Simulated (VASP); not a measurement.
# Si (P6/mmm) in VASP: a series of runs, part 2 of 2

VASP 6.6.1. Earlier steps stand in the parts before.

## Step 4: Single point, r2SCAN (strain -0.025 along x and y, -0.050 along z)

POSCAR

```
Si
1.0
    2.5550292445      0.0000000000      0.0000000000
   -1.2775146223      2.2127202332      0.0000000000
    0.0000000000      0.0000000000      2.3430366705
Si
1
Direct
    0.0000000000      0.0000000000      0.0000000000
```

INCAR.step1

```
PREC     = Accurate       # precision mode
ENCUT    = 520            # plane-wave cutoff, eV
ISMEAR   = 0              # smearing method
SIGMA    = 0.15           # smearing width, eV
LREAL    = F              # projectors in reciprocal space
LASPH    = T              # aspherical terms in the spheres
NELM     = 60             # most SCF steps
NBANDS   = 8              # bands
GGA      = PE             # functional
ALGO     = Normal         # electronic algorithm
EDIFF    = 1E-4           # SCF threshold, eV
LWAVE    = T              # write WAVECAR
LCHARG   = F              # write CHGCAR
```

INCAR.step2

```
PREC     = Accurate       # precision mode
ENCUT    = 520            # plane-wave cutoff, eV
EDIFF    = 1E-6           # SCF threshold, eV
ISMEAR   = 0              # smearing method
SIGMA    = 0.15           # smearing width, eV
LREAL    = F              # projectors in reciprocal space
LASPH    = T              # aspherical terms in the spheres
NELM     = 60             # most SCF steps
ALGO     = Normal         # electronic algorithm
ISIF     = 2              # what is computed and relaxed
LWAVE    = F              # write WAVECAR
LCHARG   = T              # write CHGCAR
METAGGA  = R2SCAN         # meta-GGA
LMIXTAU  = T            
LELF     = T              # ELF
LVHAR    = T            
NBANDS   = 8              # bands
ISTART   = 1
```

KPOINTS

```
Automatic mesh
0
Gamma
  24 24 20
```

Potentials or basis: VASP PAW PBE potentials, release 64 (Si).

Run with:

```
cat potpaw_PBE.64/Si/POTCAR > POTCAR
cp INCAR.step1 INCAR
mpirun -np 1 vasp_std > vasp.out
cp INCAR.step2 INCAR
mpirun -np 1 vasp_std > vasp.out
```

OUTCAR:

```text
PREC = Accurate
   ENCUT = 520
   EDIFF = 1E-6
   ISMEAR = 0
   LREAL = F
   LASPH = T
   NELM = 60
   ISIF = 2
   METAGGA = R2SCAN
   ISTART = 1

 ion  position               nearest neighbor table
   1  0.000  0.000  0.000-

  LATTYP: Found a hexagonal cell.
 ALAT       =     2.5550292445
 C/A-ratio  =     0.9170292965

  Lattice vectors:

 A1 = (   2.5550292445,   0.0000000000,   0.0000000000)
 A2 = (  -1.2775146223,   2.2127202332,   0.0000000000)
 A3 = (   0.0000000000,   0.0000000000,   2.3430366705)

Analysis of symmetry for initial positions (statically):
=====================================================================
 Subroutine PRICEL returns:
 Original cell was already a primitive cell.

 Routine SETGRP: Setting up the symmetry group for a
 hexagonal supercell.

 Subroutine GETGRP returns: Found 24 space group operations
 (whereof 24 operations were pure point group operations)
 out of a pool of 24 trial point group operations.

The static configuration has the point symmetry D_6h.
[... 159 lines left out ...]

 E-fermi :  11.1272     XC(G=0): -12.1340

 val. band max:       11.1253551893   @ k =   0.3750   0.1667   0.1000
 cond. band min:      11.1546778349   @ k =   0.1250   0.1250   0.2500
 fundamental gap:      0.0293226456
 Fermi energy:        11.1272060657

 k-point     1 :       0.0000    0.0000    0.0000
  band No.  band energies     occupation
      1      -4.8134      2.00000
      2      19.2961      0.00000
      3      21.2524      0.00000
      4      22.8125      0.00000
      5      22.8125      0.00000
      6      24.2268      0.00000
      7      24.2268      0.00000
      8      30.1180      0.00000
[... 243 lines left out ...]
 k-point    24 :       0.4583    0.0417    0.0000
  band No.  band energies     occupation
      1       2.2326      2.00000
      2       3.5911      2.00000
      3      15.5336      0.00000
      4      19.0820      0.00000
      5      26.9605      0.00000
      6      28.7390      0.00000
      7      30.8191      0.00000
      8      33.4164      0.00000

 [... further k-points ...]

------------------------ aborting loop because EDIFF is reached ----------------------------------------

  FORCE on cell =-STRESS in cart. coord.  units (eV):
  Direction    XX          YY          ZZ          XY          YZ          ZX
  --------------------------------------------------------------------------------------
  -------------------------------------------------------------------------------------
  Total        1.1882768      1.1882768      2.1524259     -0.0000000      0.0000000      0.0000000
  in kB      143.7231463    143.7231463    260.3378589     -0.0000000      0.0000000      0.0000000
  external PRESSURE =     182.5947172 kB  Pullay stress =       0.0000000 kB

 VOLUME and BASIS-vectors are now :
 -----------------------------------------------------------------------------
  energy-cutoff  :      520.00
  volume of cell :       13.25
      direct lattice vectors                 reciprocal lattice vectors
     2.555029245  0.000000000  0.000000000     0.391384953  0.225966208  0.000000000
    -1.277514622  2.212720233  0.000000000     0.000000000  0.451932416  0.000000000
     0.000000000  0.000000000  2.343036671     0.000000000  0.000000000  0.426796564

 POSITION                                       TOTAL-FORCE (eV/Angst)
 -----------------------------------------------------------------------------------
      0.00000      0.00000      0.00000         0.000000      0.000000      0.000000
 -----------------------------------------------------------------------------------
    total drift:                               -0.000000     -0.000000      0.000000

  FREE ENERGIE OF THE ION-ELECTRON SYSTEM (eV)
  ---------------------------------------------------
  free  energy   TOTEN  =        -8.2370701107 eV

  energy  without entropy=       -8.2332093129  energy(sigma->0) =       -8.23513971
```

OUTCAR.step1:

```text
PREC = Accurate
   ENCUT = 520
   ISMEAR = 0
   LREAL = F
   LASPH = T
[... 481 lines left out ...]

 POSITION                                       TOTAL-FORCE (eV/Angst)
 -----------------------------------------------------------------------------------
      0.00000      0.00000      0.00000         0.000000      0.000000      0.000000
 -----------------------------------------------------------------------------------
    total drift:                               -0.000000     -0.000000      0.000000

  FREE ENERGIE OF THE ION-ELECTRON SYSTEM (eV)
  ---------------------------------------------------
  free  energy   TOTEN  =        -5.0136484858 eV

  energy  without entropy=       -5.0096288188  energy(sigma->0) =       -5.01163865
```

OSZICAR.step1:

```text
N       E                     dE             d eps       ncg     rms          rms(c)
DAV:   1    -0.232286181471E+01   -0.23229E+01   -0.18527E+03 11760   0.383E+02
DAV:   2    -0.501161677817E+01   -0.26888E+01   -0.25753E+01 15408   0.313E+01
DAV:   3    -0.502738269047E+01   -0.15766E-01   -0.15756E-01 12568   0.249E+00
DAV:   4    -0.502739849128E+01   -0.15801E-04   -0.15801E-04 17184   0.826E-02
DAV:   5    -0.502739849771E+01   -0.64275E-08   -0.59623E-08 12368   0.889E-04    0.361E+00
DAV:   6    -0.501872481017E+01    0.86737E-02   -0.33169E-03 13720   0.275E-01    0.211E+00
DAV:   7    -0.501368484137E+01    0.50400E-02   -0.71014E-03 13512   0.433E-01    0.169E-01
DAV:   8    -0.501364848579E+01    0.36356E-04   -0.51123E-04 12224   0.129E-01
   1 F= -.50136485E+01 E0= -.50116387E+01  d E =-.401967E-02
```

Wall time 3 min (1 thread of Intel Xeon Platinum 8259CL at 2.50GHz (Skylake/Cascade Lake), shared host); peak memory 0.17 GiB.

What came out:

```
Free energy            : -8.2371 eV
Pressure               : 18.3 GPa
Band gap on the k mesh : zero (bands 2 and 3 overlap by 13.69 eV)
```

Caveat: the cell differs from its parent crystal (strain -0.025 along x and y, -0.050 along z); the stress differs along the axes, from 14 to 26 GPa; the PAW data sets were made with another functional, which shifts forces and pressure a little.

## Step 5: Single point, r2SCAN (strain -0.025 along x and y, -0.025 along z)

POSCAR: that of step 4 with these lines changed.

```diff
@@ -4,3 +4,3 @@
    -1.2775146223      2.2127202332      0.0000000000
-    0.0000000000      0.0000000000      2.3430366705
+    0.0000000000      0.0000000000      2.4046955302
 Si
```

INCAR.step1

```
  ALGO = Normal
  EDIFF = 1E-4
  ENCUT = 520
  GGA = PE
  ISMEAR = 0
  LASPH = T
  LCHARG = F
  LREAL = F
  LWAVE = T
  NBANDS = 8
  NELM = 100
  PREC = Accurate
  SIGMA = 0.15
```

INCAR.step2

```
  ALGO = Normal
  EDIFF = 1E-6
  ENCUT = 520
  ISIF = 2
  ISMEAR = 0
  ISTART = 1
  LASPH = T
  LCHARG = F
  LMIXTAU = T
  LREAL = F
  LWAVE = F
  METAGGA = R2SCAN
  NBANDS = 8
  NELM = 100
  PREC = Accurate
  SIGMA = 0.15
```

KPOINTS

```
k-points
0
Gamma
  24 24 20
```

Run with:

```
cat potpaw_PBE.64/Si/POTCAR > POTCAR
cp INCAR.step1 INCAR
mpirun -np 1 vasp_std > vasp.out
cp INCAR.step2 INCAR
mpirun -np 1 vasp_std > vasp.out
```

Run time: 3.1 min. Hardware: 1 thread of Intel Xeon Platinum 8259CL at 2.50GHz (Skylake/Cascade Lake), shared host; peak memory 0.17 GiB.

Results (log left out):

* Free energy: -8.2804 eV
* Pressure: 12.9 GPa
* Band gap on the k mesh: zero (bands 2 and 3 overlap by 13.20 eV)

Stress tensor (GPa, compression positive):
```
12.31  0.00  0.00
 0.00 12.31  0.00
 0.00  0.00 14.11
```

Levels at points of the mesh, in eV from the Fermi level:
| k point | band 1 | band 2 | band 3 | band 4 | band 5 |
| --- | --- | --- | --- | --- | --- |
| (0.00, 0.00, 0.00) | -15.69 | 7.90 | 8.97 | 11.95 | 11.95 |
| (0.50, 0.00, 0.00) | -8.24 | -7.78 | 5.86 | 6.90 | 14.81 |
| (0.00, 0.00, 0.50) | -10.11 | -8.20 | 16.38 | 16.38 | 16.40 |
| (0.50, 0.00, 0.50) | -3.44 | -2.47 | -1.60 | 1.33 | 10.21 |

Caveat: the cell differs from its parent crystal (strain -0.025 along x and y, -0.025 along z); the cell stands under pressure; the PAW data sets were made with another functional, which shifts forces and pressure a little.

## Step 6: Single point, r2SCAN (strain -0.025 along x and y, +0.000 along z)

POSCAR: that of step 5 with these lines changed.

```diff
@@ -4,3 +4,3 @@
    -1.2775146223      2.2127202332      0.0000000000
-    0.0000000000      0.0000000000      2.4046955302
+    0.0000000000      0.0000000000      2.4663543900
 Si
```

INCAR.step1

```
SYSTEM = Si
  PREC = Accurate
  ENCUT = 520
  ISMEAR = 0
  SIGMA = 0.15
  LREAL = .False.
  LASPH = .True.
  NELM = 80
  NBANDS = 8
  GGA = PE
  ALGO = Normal
  EDIFF = 1E-4
  LWAVE = .True.
  LCHARG = .False.
```

INCAR.step2

```
SYSTEM = Si
  PREC = Accurate
  ENCUT = 520
  EDIFF = 1E-6
  ISMEAR = 0
  SIGMA = 0.15
  LREAL = .False.
  LASPH = .True.
  NELM = 80
  ALGO = Normal
  ISIF = 2
  LWAVE = .False.
  LCHARG = .True.
  METAGGA = R2SCAN
  LMIXTAU = .True.
  LELF = .True.
  LVHAR = .True.
  NBANDS = 8
  ISTART = 1
```

KPOINTS

```
Automatic mesh
0
Gamma
  24 24 20
  0 0 0
```

Potentials or basis: VASP PAW PBE potentials, release 64 (Si).

Run with:

```
cat potpaw_PBE.64/Si/POTCAR > POTCAR
cp INCAR.step1 INCAR
mpirun -np 1 vasp_std > vasp.out
cp INCAR.step2 INCAR
mpirun -np 1 vasp_std > vasp.out
```

It took 3.1 min on 1 thread of Intel Xeon Platinum 8259CL at 2.50GHz (Skylake/Cascade Lake), shared host; peak memory 0.17 GiB.

Results (log left out):

```yaml
Free_energy: -8.2994 eV
Pressure: 8.6 GPa
Band_gap_on_the_k_mesh: zero (bands 2 and 3 overlap by 12.69 eV)
```

Stress tensor (GPa, compression positive):
```
11.14  0.00  0.00
 0.00 11.14  0.00
 0.00  0.00  3.59
```

Levels at points of the mesh, in eV from the Fermi level:
```tsv
k point	band 1	band 2	band 3	band 4	band 5	band 6	band 7
(0.00, 0.00, 0.00)	-15.44	7.61	7.93	12.20	12.20	13.50	13.50
(0.50, 0.00, 0.00)	-7.96	-7.57	6.09	7.09	13.77	15.53	18.87
(0.00, 0.00, 0.50)	-10.36	-8.03	16.19	16.19	16.24	16.24	18.30
(0.50, 0.00, 0.50)	-3.64	-2.23	-1.88	1.47	10.01	13.66	13.78
```

Caveat: the cell differs from its parent crystal (strain -0.025 along x and y, +0.000 along z); the stress differs along the axes, from 4 to 11 GPa; the PAW data sets were made with another functional, which shifts forces and pressure a little.

## Step 7: Summary

```tsv
cell	gap on the mesh (eV)	pressure (GPa)
a = 2.490, b = 2.490, c = 2.343 Å, angles 90.0, 90.0, 120.0°, 1 atom	none	28.2
a = 2.490, b = 2.490, c = 2.405 Å, angles 90.0, 90.0, 120.0°, 1 atom	none	22.3
a = 2.555, b = 2.555, c = 2.343 Å, angles 90.0, 90.0, 120.0°, 1 atom	none	18.3
a = 2.555, b = 2.555, c = 2.405 Å, angles 90.0, 90.0, 120.0°, 1 atom	none	12.9
a = 2.555, b = 2.555, c = 2.466 Å, angles 90.0, 90.0, 120.0°, 1 atom	none	8.6
```

Alike in all rows: task single point; level r2SCAN; potentials or basis VASP PAW PBE potentials, release 64 (Si); no spin polarisation; k mesh 24 × 24 × 20; cutoff (eV) 520; smearing gaussian 0.15 eV.

Caveats: the PAW data sets were made with another functional, which shifts forces and pressure a little; the cell stands under pressure (at least some runs); the stress differs along the axes, from 17 to 25 GPa (at least some runs); the stress differs along the axes, from 14 to 26 GPa (at least some runs); the stress differs along the axes, from 4 to 11 GPa (at least some runs).

Absolute energies hang on the potentials; compare differences alone.

The gap in the log of VASP goes by the Fermi energy; the results here count the filled bands.